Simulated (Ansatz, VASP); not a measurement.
KTaO3 in VASP and in Ansatz

INCAR

```
SYSTEM = KTaO3
ALGO     = Normal         ! electronic algorithm
EDIFF    = 1E-6           ! SCF threshold, eV
ENCUT    = 520            ! plane-wave cutoff, eV
GGA      = PS             ! functional
ISIF     = 2              ! what is computed and relaxed
ISMEAR   = 0              ! smearing method
LASPH    = .True.         ! aspherical terms in the spheres
LCHARG   = .False.        ! write CHGCAR
LREAL    = .False.        ! projectors in reciprocal space
LWAVE    = .False.        ! write WAVECAR
NBANDS   = 27             ! bands
NELM     = 80             ! most SCF steps
PREC     = Accurate       ! precision mode
SIGMA    = 0.05           ! smearing width, eV
```

The input KPOINTS:

```
k-points
0
Gamma
  8 8 8
  0 0 0
```

The input POSCAR:

```
KTaO3
1.0
    3.3875543774      0.0000000000      0.0000000000
    0.0000000000      3.9853580911      0.0000000000
    0.0000000000      0.0000000000      3.5469687011
K Ta O
1 1 3
Direct
    0.5000000000      0.5000000000      0.5000000000
    0.0000000000      0.0000000000      0.0000000000
    0.5000000000      0.0000000000      0.0000000000
    0.0000000000      0.5000000000      0.0000000000
    0.0000000000      0.0000000000      0.5000000000
```

Input for Ansatz:

```yaml
crystal:
  lattice:
    - [3.3875543774, 0.0, 0.0]
    - [0.0, 3.9853580911, 0.0]
    - [0.0, 0.0, 3.5469687011]
  atoms:
    - { symbol: K, position: [0.5, 0.5, 0.5] }
    - { symbol: Ta, position: [0.0, 0.0, 0.0] }
    - { symbol: O, position: [0.5, 0.0, 0.0] }
    - { symbol: O, position: [0.0, 0.5, 0.0] }
    - { symbol: O, position: [0.0, 0.0, 0.5] }
basis:
  ecutwfc: 520.0
kpoints:
  mp_grid: { grid: [8, 8, 8] }
hamiltonian:
  xc: pbesol
  pseudopotentials: { kind: paw }
scf:
  occupations: { method: gaussian, width: 0.05 }
output:
  forces: true
  stress: true
  eigenvalues: true
```

Change from the starting cell: normal strain along x -0.1500, normal strain along z -0.1100.

Alike in both runs: task single point; functional PBEsol; k mesh 8 × 8 × 8; occupations gaussian, width 0.05 eV; no spin polarisation.

|  | VASP | Ansatz |
| --- | --- | --- |
| version | VASP 6.6.1 | Ansatz 0.2.0 |
| potentials or method | VASP PAW PBE potentials, release 64 (K_sv, Ta_pv, O), cutoff 520 eV | scalar-relativistic, plane waves, PAW |
| valence electrons in the cell | 38 | 40 |

```csv
,VASP,Ansatz,Ansatz less VASP
gap on the k mesh at the Fermi level (eV),1.65,1.71,+0.062
least direct gap on the mesh (eV),1.65,1.71,+0.062
pressure (GPa),123.6,120.2,-3.36
"traceless stress, the component that is largest in VASP (GPa)",-89.97,-88.29,+1.678
```

VASP's potentials were made for PBE, not for PBEsol. Both programs put the cell under a high pressure, so it lies far from rest at this level. The functional is the same, so the differences come from potentials, cutoffs and numerics. VASP's potentials hold 38 valence electrons a cell and Ansatz's 40, so a difference there can come from the potentials and not from the codes.

Neither program's run includes spin-orbit coupling. Noted on VASP's run: the cell as given lies far from equilibrium.
